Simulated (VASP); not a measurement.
# Tc (Fm-3m) in VASP: settings compared

Tc is run at these levels: r2SCAN+rVV10, r2SCAN, r2SCAN+D3(BJ), LDA; tasks: single point, relaxation of cell and atoms.

Program: VASP 6.6.1. These are calculated values, not measurements. Logs are shortened: lines on timing, memory, paths and dates and some standing lists are left out, and cuts for length are marked.

## (1) The cell of the first run

It takes space group Fm-3m (No. 225, cubic). Conventional cell: a = 3.842 Å, b = 3.842 Å, c = 3.842 Å, α = 90.00°, β = 90.00°, γ = 90.00°. Tc (site symmetry m-3m) has 12 Tc at 2.72 Å within 3.6 Å.

## (2) Single point, r2SCAN+rVV10

File POSCAR:

```
Tc
1.0
    0.0000000000      1.9209962425      1.9209962425
    1.9209962425      0.0000000000      1.9209962425
    1.9209962425      1.9209962425      0.0000000000
Tc
1
Direct
    0.0000000000      0.0000000000      0.0000000000
```

File INCAR.step1:

```
ALGO = Normal ; EDIFF = 1E-4
ENCUT = 520 ; GGA = PE
ISMEAR = -1 ; LASPH = True
LCHARG = False ; LREAL = False
LWAVE = True ; NBANDS = 12
NELM = 80 ; PREC = Accurate
SIGMA = 0.05
```

File INCAR.step2:

```
ALGO = Normal ; BPARAM = 11.95
CPARAM = 0.0093 ; EDIFF = 1E-7
ENCUT = 520 ; ISIF = 2
ISMEAR = -1 ; ISTART = 1
IVDW_NL = 2 ; LASPH = True
LCHARG = False ; LMIXTAU = True
LREAL = False ; LUSE_VDW = True
LWAVE = False ; METAGGA = R2SCAN
NBANDS = 12 ; NELM = 80
PREC = Accurate ; SIGMA = 0.05
```

File KPOINTS:

```
k-points
0
Gamma
  12 12 12
```

Potentials or basis: VASP PAW PBE potentials, release 64 (Tc_pv).

Launch:

```bash
cat potpaw_PBE.64/Tc_pv/POTCAR > POTCAR
cp INCAR.step1 INCAR
mpirun -np 1 vasp_std > vasp.out
cp INCAR.step2 INCAR
mpirun -np 1 vasp_std > vasp.out
```

OUTCAR:

```text
BPARAM = 11.95
   EDIFF = 1E-7
   ENCUT = 520
   ISIF = 2
   ISMEAR = -1
   ISTART = 1
   IVDW_NL = 2
   LASPH = True
   LREAL = False
   METAGGA = R2SCAN
   NELM = 80
   PREC = Accurate

 ion  position               nearest neighbor table
   1  0.000  0.000  0.000-

  LATTYP: Found a face centered cubic cell.
 ALAT       =     3.8419924850

  Lattice vectors:

 A1 = (   0.0000000000,   1.9209962425,   1.9209962425)
 A2 = (   1.9209962425,   0.0000000000,   1.9209962425)
 A3 = (   1.9209962425,   1.9209962425,   0.0000000000)

Analysis of symmetry for initial positions (statically):
=====================================================================
 Subroutine PRICEL returns:
 Original cell was already a primitive cell.

 Routine SETGRP: Setting up the symmetry group for a
 face centered cubic supercell.

 Subroutine GETGRP returns: Found 48 space group operations
[... 9 lines left out ...]

 Routine SETGRP: Setting up the symmetry group for a
 face centered cubic supercell.

 Subroutine GETGRP returns: Found 48 space group operations
[... 11 lines left out ...]
                                     Primitive cell

  volume of cell :      14.1778

  direct lattice vectors                    reciprocal lattice vectors
     0.000000000  1.920996243  1.920996243    -0.260281613  0.260281613  0.260281613
     1.920996243  0.000000000  1.920996243     0.260281613 -0.260281613  0.260281613
     1.920996243  1.920996243  0.000000000     0.260281613  0.260281613 -0.260281613

  length of vectors
     2.716698939  2.716698939  2.716698939     0.450820977  0.450820977  0.450820977

  position of ions in fractional coordinates (direct lattice)
     0.000000000  0.000000000  0.000000000

  ion indices of the primitive-cell ions
   primitive index   ion index
                 1           1

----------------------------------------------------------------------------------------

 KPOINTS: k-points

Automatic generation of k-mesh.
 Grid dimensions read from file:
 generate k-points for:   12   12   12

 Generating k-lattice:

  Cartesian coordinates                     Fractional coordinates (reciprocal lattice)
    -0.021690134  0.021690134  0.021690134     0.083333333  0.000000000  0.000000000
     0.021690134 -0.021690134  0.021690134     0.000000000  0.083333333  0.000000000
     0.021690134  0.021690134 -0.021690134     0.000000000  0.000000000  0.083333333

  Length of vectors
     0.037568415  0.037568415  0.037568415

  Shift w.r.t. Gamma in fractional coordinates (k-lattice)
     0.000000000  0.000000000  0.000000000

 Subroutine IBZKPT returns following result:
 ===========================================

 Found     72 irreducible k-points:

 Following reciprocal coordinates:
            Coordinates               Weight
  0.000000  0.000000  0.000000      1.000000
  0.083333  0.000000  0.000000      8.000000
  0.166667  0.000000  0.000000      8.000000
  0.250000  0.000000  0.000000      8.000000
  0.333333  0.000000  0.000000      8.000000
  0.416667  0.000000  0.000000      8.000000
[... 16 lines left out ...]
  0.500000  0.166667  0.000000     24.000000
 -0.416667  0.166667  0.000000     24.000000
 [... further k-points ...]
   k-points           NKPTS =     72   k-points in BZ     NKDIM =     72   number of bands    NBANDS=     12
   number of dos      NEDOS =    301   number of ions     NIONS =      1
   total plane-waves  NPLWV =   8000
   dimension x,y,z NGX =    20 NGY =   20 NGZ =   20
   dimension x,y,z NGXF=    40 NGYF=   40 NGZF=   40
   ions per type =               1
   NGX,Y,Z   is equivalent  to a cutoff of  12.24, 12.24, 12.24 a.u.
   NGXF,Y,Z  is equivalent  to a cutoff of  24.48, 24.48, 24.48 a.u.
 SYSTEM =  unknown system
   PREC   = accura    normal or accurate (medium, high low for compatibility)
   ISTART =      1    job   : 0-new  1-cont  2-samecut
   ICHARG =      0    charge: 1-file 2-atom 10-const
   ISPIN  =      1    spin polarized calculation?
   LNONCOLLINEAR =      F non collinear calculations
   LSORBIT =      F    spin-orbit coupling
   LASPH  =      T    aspherical Exc in radial PAW
   ENCUT  =  520.0 eV  38.22 Ry    6.18 a.u.   5.05  5.05  5.05*2*pi/ulx,y,z
   NELM   =     80;   NELMIN=  2; NELMDL=  0     # of ELM steps
   EDIFF  = 0.1E-06   stopping-criterion for ELM
   LREAL  =      F    real-space projection
   EDIFFG = 0.1E-05   stopping-criterion for IOM
   NSW    =      0    number of steps for IOM
   IBRION =     -1    ionic relax: 0-MD 1-quasi-New 2-CG
   NFREE  =      0    steps in history (QN), initial steepest desc. (CG)
   ISIF   =      2    stress and relaxation
   ISYM   =      2    0-nonsym 1-usesym 2-fastsym
   POTIM  = 0.5000    time-step for ionic-motion
   TEBEG  =    0.0;   TEEND  =   0.0 temperature during run
   PSTRESS=    0.0 pullay stress
   NELECT =      13.0000    total number of electrons
   NUPDOWN=      -1.0000    fix difference up-down
[... 107 lines left out ...]
      3     -26.7906      2.00000
      4       7.1681      2.00000
      5      11.2128      2.00000
      6      11.2128      2.00000
      7      11.6833      2.00000
      8      14.8157      0.00000
      9      14.8157      0.00000
     10      26.5232      0.00000
     11      29.6582      0.00000
     12      37.3306      0.00000

 k-point     6 :       0.4167    0.0000    0.0000
  band No.  band energies     occupation
      1     -27.9848      2.00000
      2     -26.8242      2.00000
      3     -26.8242      2.00000
      4       7.0484      2.00000
      5      10.9628      2.00000
      6      10.9628      2.00000
      7      13.3215      0.00317
      8      15.6395      0.00000
      9      15.6395      0.00000
     10      25.1863      0.00000
     11      27.8520      0.00000
     12      35.1470      0.00000

 k-point     7 :       0.5000    0.0000    0.0000
  band No.  band energies     occupation
      1     -28.0747      2.00000
      2     -26.8365      2.00000
      3     -26.8365      2.00000
      4       6.9732      2.00000
      5      10.8655      2.00000
      6      10.8655      2.00000
      7      14.1550      0.00000
      8      15.9899      0.00000
      9      15.9899      0.00000
     10      24.4664      0.00000
     11      27.1720      0.00000
     12      34.3418      0.00000

 k-point     8 :       0.0833    0.0833    0.0000
  band No.  band energies     occupation
      1     -26.7497      2.00000
      2     -26.6852      2.00000
      3     -26.6852      2.00000
      4       5.3458      2.00000
      5      10.6416      2.00000
      6      11.2431      2.00000
      7      11.2431      2.00000
      8      13.4840      0.00012
      9      14.0011      0.00000
     10      28.2747      0.00000
     11      32.6938      0.00000
     12      33.8972      0.00000
[... 166 lines left out ...]
 k-point    20 :       0.2500    0.1667    0.0000
  band No.  band energies     occupation
      1     -27.2444      2.00000
      2     -26.8389      2.00000
      3     -26.8308      2.00000
      4       7.2005      2.00000
      5       9.3496      2.00000
      6      11.7097      2.00000
      7      12.3450      2.00000
      8      13.0786      0.33948
      9      14.6470      0.00000
     10      30.5887      0.00000
     11      31.6811      0.00000
     12      34.2778      0.00000

 k-point    21 :       0.3333    0.1667    0.0000
  band No.  band energies     occupation
      1     -27.5332      2.00000
      2     -26.8966      2.00000
      3     -26.8897      2.00000
      4       7.7986      2.00000
      5       9.4030      2.00000
      6      11.0910      2.00000
      7      12.3613      1.99999
      8      14.5543      0.00000
      9      15.2606      0.00000
     10      28.7718      0.00000
     11      31.5689      0.00000
     12      34.0180      0.00000

 k-point    22 :       0.4167    0.1667    0.0000
  band No.  band energies     occupation
      1     -27.7833      2.00000
      2     -26.9777      2.00000
      3     -26.9185      2.00000
      4       7.8359      2.00000
      5       9.9367      2.00000
      6      10.9522      2.00000
      7      12.1121      2.00000
      8      15.9101      0.00000
      9      16.4726      0.00000
     10      26.5500      0.00000
     11      30.0205      0.00000
     12      33.3206      0.00000

 k-point    23 :       0.5000    0.1667    0.0000
  band No.  band energies     occupation
      1     -27.9310      2.00000
      2     -27.0534      2.00000
      3     -26.9181      2.00000
      4       7.7972      2.00000
      5       9.9097      2.00000
      6      11.6678      2.00000
      7      11.8538      2.00000
      8      16.0705      0.00000
      9      18.3923      0.00000
     10      24.4299      0.00000
     11      29.1483      0.00000
     12      33.2276      0.00000

 k-point    24 :      -0.4167    0.1667    0.0000
  band No.  band energies     occupation
      1     -27.9434      2.00000
      2     -27.1006      2.00000
      3     -26.8886      2.00000
      4       7.8885      2.00000
      5       9.9429      2.00000
      6      11.7302      2.00000
      7      11.9305      2.00000
      8      15.5136      0.00000
      9      19.0380      0.00000
     10      24.2080      0.00000
     11      29.0248      0.00000
     12      32.4247      0.00000

 [... further k-points ...]
[... 5 lines left out ...]
  --------------------------------------------------------------------------------------
  -------------------------------------------------------------------------------------
  Total        0.0884208      0.0884208      0.0884208      0.0000000      0.0000000      0.0000000
  in kB        9.9920745      9.9920745      9.9920745      0.0000000      0.0000000      0.0000000
  external PRESSURE =       9.9920745 kB  Pullay stress =       0.0000000 kB

 VOLUME and BASIS-vectors are now :
 -----------------------------------------------------------------------------
  energy-cutoff  :      520.00
  volume of cell :       14.18
      direct lattice vectors                 reciprocal lattice vectors
     0.000000000  1.920996243  1.920996243    -0.260281613  0.260281613  0.260281613
     1.920996243  0.000000000  1.920996243     0.260281613 -0.260281613  0.260281613
     1.920996243  1.920996243  0.000000000     0.260281613  0.260281613 -0.260281613

 POSITION                                       TOTAL-FORCE (eV/Angst)
 -----------------------------------------------------------------------------------
      0.00000      0.00000      0.00000         0.000000     -0.000000      0.000000
 -----------------------------------------------------------------------------------
    total drift:                                0.000000     -0.000000      0.000000

  FREE ENERGIE OF THE ION-ELECTRON SYSTEM (eV)
  ---------------------------------------------------
  free  energy   TOTEN  =       -25.6991613200 eV

  energy  without entropy=      -25.6901567467  energy(sigma->0) =      -25.69465903
```

Wall time 31 s (1 thread of Intel Xeon Platinum 8488C (Sapphire Rapids), shared host); peak memory 0.18 GiB.

What came out:

```
Free energy : -25.6992 eV
Pressure    : 1.0 GPa
```

Levels at points of the mesh, in eV from the Fermi level:
```
           k point  band 4  band 5  band 6  band 7  band 8  band 9  band 10  band 11
(0.00, 0.00, 0.00)   -8.07   -2.00   -2.00   -2.00    0.88    0.88    14.51    20.64
(0.50, 0.00, 0.00)   -6.03   -2.13   -2.13    1.16    2.99    2.99    11.47    14.17
(0.50, 0.50, 0.00)   -6.40   -5.82    2.98    3.57    3.57    3.96    13.76    13.76
```

Caveat: the PAW data sets were made with another functional, which shifts forces and pressure a little.

## (3) Single point, r2SCAN

This run uses another cell than the first one, of 14.28 Å³/atom, 1.007 times its volume.

File POSCAR:

```
Tc
1.0
    0.0000000000      1.9255354089      1.9255354089
    1.9255354089      0.0000000000      1.9255354089
    1.9255354089      1.9255354089      0.0000000000
Tc
1
Direct
    0.0000000000      0.0000000000      0.0000000000
```

File INCAR.step1:

```
  PREC = Accurate
  ENCUT = 520
  ISMEAR = -1
  SIGMA = 0.05
  LREAL = False
  LASPH = True
  NELM = 100
  NBANDS = 12
  GGA = PE
  ALGO = Normal
  EDIFF = 1E-4
  LWAVE = True
  LCHARG = False
```

File INCAR.step2:

```
  PREC = Accurate
  ENCUT = 520
  EDIFF = 1E-6
  ISMEAR = -1
  SIGMA = 0.05
  LREAL = False
  LASPH = True
  NELM = 100
  ALGO = Normal
  ISIF = 2
  LWAVE = False
  LCHARG = False
  METAGGA = R2SCAN
  LMIXTAU = True
  NBANDS = 12
  ISTART = 1
```

File KPOINTS:

```
regular mesh
0
Gamma
  12 12 12
```

Potentials or basis: VASP PAW PBE potentials, release 64 (Tc_pv).

Launch:

```bash
cat potpaw_PBE.64/Tc_pv/POTCAR > POTCAR
cp INCAR.step1 INCAR
mpirun -np 1 vasp_std > vasp.out
cp INCAR.step2 INCAR
mpirun -np 1 vasp_std > vasp.out
```

Wall time 22 s (1 thread of Intel Xeon Platinum 8488C (Sapphire Rapids), shared host); peak memory 0.13 GiB.

Results (log left out):

```
Free energy : -25.9022 eV
Pressure    : 0.5 GPa
```

Levels at points of the mesh, in eV from the Fermi level:
```
           k point  band 4  band 5  band 6  band 7  band 8  band 9  band 10  band 11
(0.00, 0.00, 0.00)   -8.02   -1.98   -1.98   -1.98    0.87    0.87    14.53    20.63
(0.50, 0.00, 0.00)   -5.97   -2.11   -2.11    1.16    2.95    2.95    11.37    14.19
(0.50, 0.50, 0.00)   -6.33   -5.76    2.94    3.52    3.52    3.94    13.72    13.72
```

Caveat: the PAW data sets were made with another functional, which shifts forces and pressure a little.

## (4) Single point, r2SCAN+D3(BJ)

This run uses another cell than the first one, of 14.83 Å³/atom, 1.046 times its volume.

File POSCAR:

```
Tc
1.0
    0.0000000000      1.9500000000      1.9500000000
    1.9500000000      0.0000000000      1.9500000000
    1.9500000000      1.9500000000      0.0000000000
Tc
1
Direct
    0.0000000000      0.0000000000      0.0000000000
```

File INCAR.step1:

```
  ALGO = Normal
  EDIFF = 1E-4
  ENCUT = 520
  GGA = PE
  ISMEAR = -1
  LASPH = True
  LCHARG = False
  LREAL = False
  LWAVE = True
  NBANDS = 12
  NELM = 80
  PREC = Accurate
  SIGMA = 0.05
```

File INCAR.step2:

```
  ALGO = Normal
  EDIFF = 1E-7
  ENCUT = 520
  ISIF = 2
  ISMEAR = -1
  ISTART = 1
  IVDW = 12
  LASPH = True
  LCHARG = False
  LMIXTAU = True
  LREAL = False
  LWAVE = False
  METAGGA = R2SCAN
  NBANDS = 12
  NELM = 80
  PREC = Accurate
  SIGMA = 0.05
  VDW_A1 = 0.49484001
  VDW_A2 = 5.73083694
  VDW_S6 = 1.0
  VDW_S8 = 0.78981345
```

File KPOINTS:

```
k-points
0
Gamma
  12 12 12
```

Launch:

```bash
cat potpaw_PBE.64/Tc_pv/POTCAR > POTCAR
cp INCAR.step1 INCAR
mpirun -np 1 vasp_std > vasp.out
cp INCAR.step2 INCAR
mpirun -np 1 vasp_std > vasp.out
```

Wall time 26 s (1 thread of Intel Xeon Platinum 8488C (Sapphire Rapids), shared host); peak memory 0.16 GiB.

It converged, with:

- Free energy: -26.1738 eV
- Pressure: -13.9 GPa
- Dispersion energy per atom: -0.289 eV

Levels at points of the mesh, in eV from the Fermi level:
```tsv
k point	band 3	band 4	band 5	band 6	band 7	band 8	band 9	band 10	band 11	band 12
(0.00, 0.00, 0.00)	-39.72	-7.85	-1.87	-1.87	-1.87	0.82	0.82	14.55	20.44	20.44
(0.50, 0.00, 0.00)	-39.88	-5.72	-1.98	-1.98	1.07	2.79	2.79	10.82	14.19	20.93
(0.50, 0.50, 0.00)	-40.16	-6.01	-5.47	2.78	3.32	3.32	3.75	13.43	13.43	14.35
```

Caveat: three body term missing; the PAW data sets were made with another functional, which shifts forces and pressure a little; pairwise dispersion overbinds metals, which lowers pressure and volume.

## (5) Relaxation of cell and atoms, r2SCAN

This run uses another cell than the first one, of 14.83 Å³/atom, 1.046 times its volume.

POSCAR is that of step 4.

File INCAR.step1:

```
SYSTEM = Tc
PREC = Accurate ; ENCUT = 600
ISMEAR = -1 ; SIGMA = 0.05
LREAL = .FALSE. ; LASPH = .TRUE.
NELM = 80 ; GGA = PE
ALGO = Normal ; EDIFF = 1E-4
LWAVE = .TRUE. ; LCHARG = .FALSE.
```

File INCAR.step2:

```
SYSTEM = Tc
PREC = Accurate ; ENCUT = 600
EDIFF = 1E-6 ; ISMEAR = -1
SIGMA = 0.05 ; LREAL = .FALSE.
LASPH = .TRUE. ; NELM = 80
ALGO = Normal ; ISIF = 3
LWAVE = .FALSE. ; LCHARG = .FALSE.
METAGGA = R2SCAN ; LMIXTAU = .TRUE.
IBRION = 2 ; NSW = 60
EDIFFG = -0.01 ; ISTART = 1
```

File KPOINTS:

```
regular mesh
0
G
  12 12 12
  0 0 0
```

Launch:

```bash
cat potpaw_PBE.64/Tc_pv/POTCAR > POTCAR
cp INCAR.step1 INCAR
mpirun -np 1 vasp_std > vasp.out
cp INCAR.step2 INCAR
mpirun -np 1 vasp_std > vasp.out
```

Wall time 80 s (1 thread of Intel Xeon Platinum 8488C (Sapphire Rapids), shared host); peak memory 0.16 GiB.

It converged, with:

* Free energy: -25.9031 eV
* Relaxed volume: 14.32 Å³/atom
* Relaxed cell: a = 2.725 Å, b = 2.725 Å, c = 2.725 Å, α = 60.00°, β = 60.00°, γ = 60.00°
* Space group after relaxing (to 0.05 Å): Fm-3m (No. 225)
* Energy gained by relaxing: 17.5 meV/atom
* Ionic steps: 4
* Pressure after relaxing: -0.1 GPa

The path:
```csv
step,energy change (eV),largest force (eV/Å),pressure (GPa),volume (Å³)
1,0.0000,0.0000,-10.46,14.83
2,0.1632,0.0000,43.54,12.85
3,-0.0174,0.0000,-0.49,14.33
4,-0.0175,0.0000,-0.08,14.32
```

Final structure:
```
CELL_PARAMETERS angstrom
0.00000 1.92721 1.92721
1.92721 0.00000 1.92721
1.92721 1.92721 0.00000
ATOMIC_POSITIONS crystal
Tc 0.00000 0.00000 0.00000
```

Levels at points of the mesh, in eV from the Fermi level:
| k point | band 4 | band 5 | band 6 | band 7 | band 8 | band 9 | band 10 |
| --- | --- | --- | --- | --- | --- | --- | --- |
| (0.00, 0.00, 0.00) | -8.01 | -1.97 | -1.97 | -1.97 | 0.86 | 0.86 | 14.53 |
| (0.50, 0.00, 0.00) | -5.95 | -2.10 | -2.10 | 1.15 | 2.94 | 2.94 | 11.33 |
| (0.50, 0.50, 0.00) | -6.31 | -5.74 | 2.93 | 3.51 | 3.51 | 3.93 | 13.70 |

Caveat: the PAW data sets were made with another functional, which shifts forces and pressure a little.

## (6) Single point, LDA

This run uses another cell than the first one, of 14.83 Å³/atom, 1.046 times its volume.

File INCAR:

```
PREC     = Accurate       # precision mode
ENCUT    = 520            # plane-wave cutoff, eV
EDIFF    = 1E-7           # SCF threshold, eV
ISMEAR   = 0              # smearing method
SIGMA    = 0.05           # smearing width, eV
LREAL    = False          # projectors in reciprocal space
LASPH    = True           # aspherical terms in the spheres
NELM     = 60             # most SCF steps
ALGO     = Fast           # electronic algorithm
ISIF     = 2              # what is computed and relaxed
LWAVE    = False          # write WAVECAR
LCHARG   = False          # write CHGCAR
GGA      = CA             # functional
NBANDS   = 12             # bands
```

File KPOINTS:

```
Automatic mesh
0
Gamma
  12 12 12
```

POSCAR is that of step 5.

Potentials or basis: VASP PAW LDA potentials, release 64 (Tc_pv).

Launch:

```bash
cat potpaw_LDA.64/Tc_pv/POTCAR > POTCAR
mpirun -np 1 vasp_std > vasp.out
```

It took 5.4 s on 1 thread of Intel Xeon 6975P-C (Granite Rapids), shared host; peak memory 0.13 GiB.

The run converged. Its results:

```yaml
Free_energy: -11.5894 eV
Pressure: -20.2 GPa
```

Levels at points of the mesh, in eV from the Fermi level:
```tsv
k point	band 5	band 6	band 7	band 8	band 9	band 10
(0.00, 0.00, 0.00)	-1.79	-1.79	-1.79	0.71	0.71	13.96
(0.50, 0.00, 0.00)	-1.95	-1.95	1.16	2.67	2.67	10.27
(0.50, 0.50, 0.00)	-5.18	2.61	3.23	3.23	3.67	12.72
```

## (7) The runs side by side

```tsv
task	level	potentials or basis	cell	cutoff (eV)	smearing	gap on the mesh (eV)	pressure (GPa)
single point	r2SCAN+rVV10	VASP PAW PBE potentials, release 64 (Tc_pv)	a = 2.717 Å, angles 60.0°, 1 atom	520	fermi-dirac 0.05 eV	none	1.0
single point	r2SCAN	VASP PAW PBE potentials, release 64 (Tc_pv)	a = 2.723 Å, angles 60.0°, 1 atom	520	fermi-dirac 0.05 eV	none	0.5
single point	r2SCAN+D3(BJ)	VASP PAW PBE potentials, release 64 (Tc_pv)	a = 2.758 Å, angles 60.0°, 1 atom	520	fermi-dirac 0.05 eV	none	-13.9
relaxation of cell and atoms	r2SCAN	VASP PAW PBE potentials, release 64 (Tc_pv)	relaxed from a = 2.758 Å, angles 60.0°, 1 atom	600	fermi-dirac 0.05 eV	none	-0.1
single point	LDA	VASP PAW LDA potentials, release 64 (Tc_pv)	a = 2.758 Å, angles 60.0°, 1 atom	520	gaussian 0.05 eV	none	-20.2
```

Alike in all rows: no spin polarisation; k mesh 12 × 12 × 12.

Caveats: the PAW data sets were made with another functional, which shifts forces and pressure a little (some runs); three body term missing (some runs); pairwise dispersion overbinds metals, which lowers pressure and volume (some runs).

Absolute energies hang on the potentials; compare differences alone.
